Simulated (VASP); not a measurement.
# TaN in VASP: single point with PBE

Aim: the single point of TaN with PBE.

Everything below comes from runs of VASP 6.6.1. Logs are shortened: lines on timing, memory, paths and dates and some standing lists are left out, and cuts for length are marked.

## Step 1: The cell of the first run

The cell holds a slab with vacuum, 24 atoms: a = 5.796 Å, b = 5.900 Å, c = 21.962 Å, α = 90.00°, β = 90.00°, γ = 90.00°.

## Step 2: Single point, PBE

Input file INCAR:

```
  PREC = Accurate
  ENCUT = 520
  EDIFF = 1E-6
  ISMEAR = 0
  SIGMA = 0.1
  LREAL = Auto
  LASPH = True
  NELM = 80
  ALGO = Normal
  ISIF = 2
  LWAVE = False
  LCHARG = False
  LDIPOL = True
  IDIPOL = 3
  DIPOL = 0.5 0.5 0.501
  GGA = PE
  NBANDS = 114
```

Input file KPOINTS:

```
Automatic mesh
0
Gamma
  3 3 1
```

Input file POSCAR:

```
TaN
1.0
    5.7955432028      0.0000000000      0.0000000000
    0.0000000000      5.9003693593      0.0000000000
    0.0000000000      0.0000000000     21.9615147164
N Ta
12 12
Direct
    0.0000000000      0.7500000000      0.3642735988
    0.0000000000      0.2500000000      0.3642735988
    0.5000000000      0.7500000000      0.3642735988
    0.5000000000      0.2500000000      0.3642735988
    0.0000000000      0.5000000000      0.4806105141
    0.0000000000      0.0000000000      0.4806105141
    0.5000000000      0.5000000000      0.4806105141
    0.5000000000      0.0000000000      0.4806105141
    0.0000000000      0.2500000000      0.5978247112
    0.0000000000      0.7500000000      0.5978247112
    0.5000000000      0.2500000000      0.5978247112
    0.5000000000      0.7500000000      0.5978247112
    0.2500000000      0.0000000000      0.4030525705
    0.2500000000      0.5000000000      0.4030525705
    0.7500000000      0.0000000000      0.4030525705
    0.7500000000      0.5000000000      0.4030525705
    0.2500000000      0.7500000000      0.5204839450
    0.2500000000      0.2500000000      0.5204839450
    0.7500000000      0.7500000000      0.5204839450
    0.7500000000      0.2500000000      0.5204839450
    0.2500000000      0.5000000000      0.6369356814
    0.2500000000      0.0000000000      0.6369356814
    0.7500000000      0.5000000000      0.6369356814
    0.7500000000      0.0000000000      0.6369356814
```

Potentials or basis: VASP PAW PBE potentials, release 64 (N, Ta_pv).

The run is started by

```bash
cat potpaw_PBE.64/N/POTCAR potpaw_PBE.64/Ta_pv/POTCAR > POTCAR
mpirun -np 1 vasp_std > vasp.out
```

OUTCAR:

```text
PREC = Accurate
   ENCUT = 520
   EDIFF = 1E-6
   ISMEAR = 0
   LREAL = Auto
   LASPH = True
   NELM = 80
   ISIF = 2
   GGA = PE

 ion  position               nearest neighbor table
   1  0.000  0.750  0.364-  13 2.24  14 2.24  15 2.24  16 2.24
   2  0.000  0.250  0.364-  13 2.24  14 2.24  15 2.24  16 2.24
   3  0.500  0.750  0.364-  13 2.24  14 2.24  15 2.24  16 2.24
   4  0.500  0.250  0.364-  13 2.24  14 2.24  15 2.24  16 2.24
   5  0.000  0.500  0.481-  14 2.24  16 2.24  17 2.25  18 2.25  19 2.25  20 2.25
   6  0.000  0.000  0.481-  13 2.24  15 2.24  17 2.25  18 2.25  19 2.25  20 2.25
   7  0.500  0.500  0.481-  14 2.24  16 2.24  17 2.25  18 2.25  19 2.25  20 2.25
   8  0.500  0.000  0.481-  13 2.24  15 2.24  17 2.25  18 2.25  19 2.25  20 2.25
   9  0.000  0.250  0.598-  18 2.23  20 2.23  21 2.24  22 2.24  23 2.24  24 2.24
  10  0.000  0.750  0.598-  17 2.23  19 2.23  21 2.24  22 2.24  23 2.24  24 2.24
  11  0.500  0.250  0.598-  18 2.23  20 2.23  21 2.24  22 2.24  23 2.24  24 2.24
  12  0.500  0.750  0.598-  17 2.23  19 2.23  21 2.24  22 2.24  23 2.24  24 2.24
  13  0.250  0.000  0.403-   1 2.24   2 2.24   3 2.24   4 2.24   6 2.24   8 2.24  15 2.90  15 2.90
                            14 2.95  14 2.95  17 2.97  18 2.97
  14  0.250  0.500  0.403-   1 2.24   2 2.24   3 2.24   4 2.24   5 2.24   7 2.24  16 2.90  16 2.90
                            13 2.95  13 2.95  17 2.97  18 2.97
  15  0.750  0.000  0.403-   1 2.24   2 2.24   3 2.24   4 2.24   6 2.24   8 2.24  13 2.90  13 2.90
                            16 2.95  16 2.95  19 2.97  20 2.97
  16  0.750  0.500  0.403-   1 2.24   2 2.24   3 2.24   4 2.24   5 2.24   7 2.24  14 2.90  14 2.90
                            15 2.95  15 2.95  19 2.97  20 2.97
  17  0.250  0.750  0.520-  10 2.23  12 2.23   7 2.25   8 2.25   5 2.25   6 2.25  19 2.90  19 2.90
                            18 2.95  18 2.95  21 2.95  22 2.95  13 2.97  14 2.97
[... 20 lines left out ...]
  Lattice vectors:

 A1 = (   5.7955432028,   0.0000000000,   0.0000000000)
 A2 = (   0.0000000000,   5.9003693593,   0.0000000000)
 A3 = (   0.0000000000,   0.0000000000,  21.9615147164)

Analysis of symmetry for initial positions (statically):
=====================================================================
 Subroutine PRICEL returns following result:

  LATTYP: Found a simple orthorhombic cell.
 ALAT       =     2.8977716014
 B/A-ratio  =     1.0180873738
 C/A-ratio  =     7.5787597290

  Lattice vectors:

 A1 = (   2.8977716014,   0.0000000000,   0.0000000000)
 A2 = (   0.0000000000,   2.9501846796,   0.0000000000)
 A3 = (   0.0000000000,   0.0000000000,  21.9615147164)

   4 primitive cells build up your supercell.

 Routine SETGRP: Setting up the symmetry group for a
 simple orthorhombic supercell.

 Subroutine GETGRP returns: Found  4 space group operations
 (whereof  4 operations were pure point group operations)
 out of a pool of  8 trial point group operations.

The static configuration has the point symmetry C_2v.

Analysis of symmetry for dynamics (positions and initial velocities):
=====================================================================
 Subroutine PRICEL returns following result:

  LATTYP: Found a simple orthorhombic cell.
 ALAT       =     2.8977716014
 B/A-ratio  =     1.0180873738
 C/A-ratio  =     7.5787597290

  Lattice vectors:

 A1 = (   2.8977716014,   0.0000000000,   0.0000000000)
 A2 = (   0.0000000000,   2.9501846796,   0.0000000000)
 A3 = (   0.0000000000,   0.0000000000,  21.9615147164)

   4 primitive cells build up your supercell.

 Routine SETGRP: Setting up the symmetry group for a
 simple orthorhombic supercell.

 Subroutine GETGRP returns: Found  4 space group operations
 (whereof  4 operations were pure point group operations)
 out of a pool of  8 trial point group operations.

The dynamic configuration has the point symmetry C_2v.

 Subroutine INISYM returns: Found  4 space group operations
 (whereof  4 operations are pure point group operations),
 and found     4 'primitive' translations

----------------------------------------------------------------------------------------

                                     Primitive cell

  volume of cell :     187.7481

  direct lattice vectors                    reciprocal lattice vectors
     2.897771601  0.000000000  0.000000000     0.345092760  0.000000000  0.000000000
     0.000000000  2.950184680  0.000000000     0.000000000  0.338961831  0.000000000
     0.000000000  0.000000000 21.961514716     0.000000000  0.000000000  0.045534200

  length of vectors
     2.897771601  2.950184680 21.961514716     0.345092760  0.338961831  0.045534200

  position of ions in fractional coordinates (direct lattice)
     0.000000000  0.500000000  0.364273599
     0.000000000  0.000000000  0.480610514
     0.000000000  0.500000000  0.597824711
     0.500000000  0.000000000  0.403052571
     0.500000000  0.500000000  0.520483945
     0.500000000  0.000000000  0.636935681

  ion indices of the primitive-cell ions
   primitive index   ion index
                 1           1
                 2           5
                 3          10
                 4          13
                 5          17
                 6          21

----------------------------------------------------------------------------------------

 KPOINTS: Automatic mesh

Automatic generation of k-mesh.
 Grid dimensions read from file:
 generate k-points for:    3    3    1

 Generating k-lattice:

  Cartesian coordinates                     Fractional coordinates (reciprocal lattice)
     0.057515460  0.000000000  0.000000000     0.333333333  0.000000000  0.000000000
     0.000000000  0.056493638  0.000000000     0.000000000  0.333333333  0.000000000
     0.000000000  0.000000000  0.045534200     0.000000000  0.000000000  1.000000000

  Length of vectors
     0.057515460  0.056493638  0.045534200

  Shift w.r.t. Gamma in fractional coordinates (k-lattice)
     0.000000000  0.000000000  0.000000000

 Subroutine IBZKPT returns following result:
 ===========================================

 Found      4 irreducible k-points:

 Following reciprocal coordinates:
            Coordinates               Weight
  0.000000  0.000000  0.000000      1.000000
  0.333333  0.000000  0.000000      2.000000
  0.000000  0.333333  0.000000      2.000000
  0.333333  0.333333  0.000000      4.000000
   k-points           NKPTS =      4   k-points in BZ     NKDIM =      4   number of bands    NBANDS=    114
   number of dos      NEDOS =    301   number of ions     NIONS =     24
   total plane-waves  NPLWV = 387072
   dimension x,y,z NGX =    48 NGY =   48 NGZ =  168
   dimension x,y,z NGXF=    96 NGYF=   96 NGZF=  336
   ions per type =              12  12
   NGX,Y,Z   is equivalent  to a cutoff of  13.77, 13.52, 12.72 a.u.
   NGXF,Y,Z  is equivalent  to a cutoff of  27.54, 27.05, 25.43 a.u.
 SYSTEM =  unknown system
   PREC   = accura    normal or accurate (medium, high low for compatibility)
   ISTART =      0    job   : 0-new  1-cont  2-samecut
   ICHARG =      2    charge: 1-file 2-atom 10-const
   ISPIN  =      1    spin polarized calculation?
   LNONCOLLINEAR =      F non collinear calculations
   LSORBIT =      F    spin-orbit coupling
   LASPH  =      T    aspherical Exc in radial PAW
   ENCUT  =  520.0 eV  38.22 Ry    6.18 a.u.  10.78 10.97 40.83*2*pi/ulx,y,z
   NELM   =     80;   NELMIN=  2; NELMDL= -5     # of ELM steps
   EDIFF  = 0.1E-05   stopping-criterion for ELM
   LREAL  =      T    real-space projection
   EDIFFG = 0.1E-04   stopping-criterion for IOM
   NSW    =      0    number of steps for IOM
   IBRION =     -1    ionic relax: 0-MD 1-quasi-New 2-CG
   NFREE  =      0    steps in history (QN), initial steepest desc. (CG)
   ISIF   =      2    stress and relaxation
   ISYM   =      2    0-nonsym 1-usesym 2-fastsym
   POTIM  = 0.5000    time-step for ionic-motion
   TEBEG  =    0.0;   TEEND  =   0.0 temperature during run
   PSTRESS=    0.0 pullay stress
   NELECT =     192.0000    total number of electrons
   NUPDOWN=      -1.0000    fix difference up-down
   EMIN   =  10.00;   EMAX   =-10.00  energy-range for DOS
   EFERMI =   0.00;   METHOD = LEGACY
   ISMEAR =     0;   SIGMA  =   0.10  broadening in eV -4-tet -1-fermi 0-gaus
   EFERMI_NEDOS =   21; number of points for ismear=-14 and -15
   IALGO  =     38    algorithm
   IMIX   =      4    mixing-type and parameters
     AMIX     =   0.40;   BMIX     =  1.00
     AMIX_MAG =   1.60;   BMIX_MAG =  1.00
  volume/ion in A,a.u.               =      31.29       211.16
  Fermi-wavevector in a.u.,A,eV,Ry     =   1.039035  1.963491 14.688754  1.079593
  Thomas-Fermi vector in A             =   2.173546
   LORBIT       =      0    0 simple, 1 ext, 2 COOP (PROOUT), +10 PAW based schemes
   GGA     = PE    functional components
   LHFCALC =     F    Hartree Fock is set to
   AEXX    =    0.0000 exact exchange contribution
   IVDW    =     0    specifies the selected vdW correction
   LEPSILON=     F    determine dielectric tensor
   LRPA    =     F    only Hartree local field effects (RPA)
 non-spin polarized calculation
 Gauss-broadening in eV      SIGMA  =   0.10
  energy-cutoff  :      520.00
  volume of cell :      750.99
 maximum number of plane-waves:     20237
 NGX is ok and might be reduce to    48
   NGX = 21   NGY = 21   NGZ = 81

 dipolmoment           0.000000      0.000000      0.134491 electrons x Angstroem

 number of electron     192.0000014 magnetization

 dipolmoment           0.000000      0.000000     -0.175442 electrons x Angstroem

 Free energy of the ion-electron system (eV)
  ---------------------------------------------------
  ext. energy  EPLUGINS =         0.00000000
  ---------------------------------------------------
  free energy    TOTEN  =      -256.47521502 eV

  energy without entropy =     -256.40713702  energy(sigma->0) =     -256.44117602

 E-fermi :  -1.0337     XC(G=0):  -5.5739

 val. band max:       -1.1096006278   @ k =   0.0000   0.0000   0.0000
 cond. band min:      -1.0115920649   @ k =   0.3333   0.0000   0.0000
 fundamental gap:      0.0980085629
 Fermi energy:        -1.0337265258

 k-point     1 :       0.0000    0.0000    0.0000
  band No.  band energies     occupation
      1     -36.5834      2.00000
      2     -36.5777      2.00000
      3     -36.4379      2.00000
      4     -36.4358      2.00000
      5     -36.3729      2.00000
      6     -36.3484      2.00000
[... 433 lines left out ...]
    107       1.4442      0.00000
    108       1.5915      0.00000
 [bands above 108 left out]

------------------------ aborting loop because EDIFF is reached ----------------------------------------

 vacuum level on the upper side and lower side of the slab       (xc-potential included)        -0.595         0.327

  FORCE on cell =-STRESS in cart. coord.  units (eV):
  Direction    XX          YY          ZZ          XY          YZ          ZX
  --------------------------------------------------------------------------------------
  -------------------------------------------------------------------------------------
  Total      -27.3386316    -30.0039707     -8.3025895      0.0000000      0.0000000      0.0000000
  in kB      -58.3245932    -64.0108623    -17.7128527      0.0000000      0.0000000      0.0000000
  external PRESSURE =     -46.6827694 kB  Pullay stress =       0.0000000 kB

 VOLUME and BASIS-vectors are now :
 -----------------------------------------------------------------------------
  energy-cutoff  :      520.00
  volume of cell :      750.99
      direct lattice vectors                 reciprocal lattice vectors
     5.795543203  0.000000000  0.000000000     0.172546380  0.000000000  0.000000000
     0.000000000  5.900369359  0.000000000     0.000000000  0.169480915  0.000000000
     0.000000000  0.000000000 21.961514716     0.000000000  0.000000000  0.045534200

 POSITION                                       TOTAL-FORCE (eV/Angst)
 -----------------------------------------------------------------------------------
      0.00000      4.42528      8.00000        -0.000000      0.000000      3.019171
      0.00000      1.47509      8.00000        -0.000000      0.000000      3.019171
      2.89777      4.42528      8.00000         0.000000     -0.000000      3.019171
      2.89777      1.47509      8.00000        -0.000000     -0.000000      3.019171
      0.00000      2.95018     10.55493         0.000000      0.000000      0.228749
      0.00000      0.00000     10.55493        -0.000000      0.000000      0.228749
[... 16 lines left out ...]
      4.34666      2.95018     13.98807         0.000000      0.000000      0.036774
      4.34666      0.00000     13.98807        -0.000000      0.000000      0.036774
 -----------------------------------------------------------------------------------
    total drift:                                0.000000     -0.000000      0.010981

  FREE ENERGIE OF THE ION-ELECTRON SYSTEM (eV)
  ---------------------------------------------------
  free  energy   TOTEN  =      -256.4752150204 eV

  energy  without entropy=     -256.4071370222  energy(sigma->0) =     -256.44117602

 vacuum level on the upper side and lower side of the slab         4.248         5.206
```

Wall time 39 min (1 thread of Intel Xeon 8259CL, shared host); peak memory 0.86 GiB.

What came out:

- Free energy: -256.4752 eV
- Largest force: 3.280 eV/Å
- Band gap on the k mesh: zero (bands 96 and 97 overlap by 0.06 eV)

Forces on the atoms (eV/Å):
```
N    0.000  0.000  3.019
N    0.000  0.000  3.019
N    0.000  0.000  3.019
N    0.000  0.000  3.019
N    0.000  0.000  0.229
N    0.000  0.000  0.229
N    0.000  0.000  0.229
N    0.000  0.000  0.229
N    0.000  0.000 -0.012
N    0.000  0.000 -0.012
N    0.000  0.000 -0.012
N    0.000  0.000 -0.012
Ta   0.000  0.000 -3.280
Ta   0.000  0.000 -3.280
Ta   0.000  0.000 -3.280
Ta   0.000  0.000 -3.280
Ta   0.000  0.000  0.007
Ta   0.000  0.000  0.007
Ta   0.000  0.000  0.007
Ta   0.000  0.000  0.007
Ta   0.000  0.000  0.037
Ta   0.000  0.000  0.037
Ta   0.000  0.000  0.037
Ta   0.000  0.000  0.037
```

Caveat: the k points lie up to 0.36 Å⁻¹ apart; spin-orbit coupling is left out, which moves the levels of the heavy elements.

The gap in the log of VASP goes by the Fermi energy; the results here count the filled bands.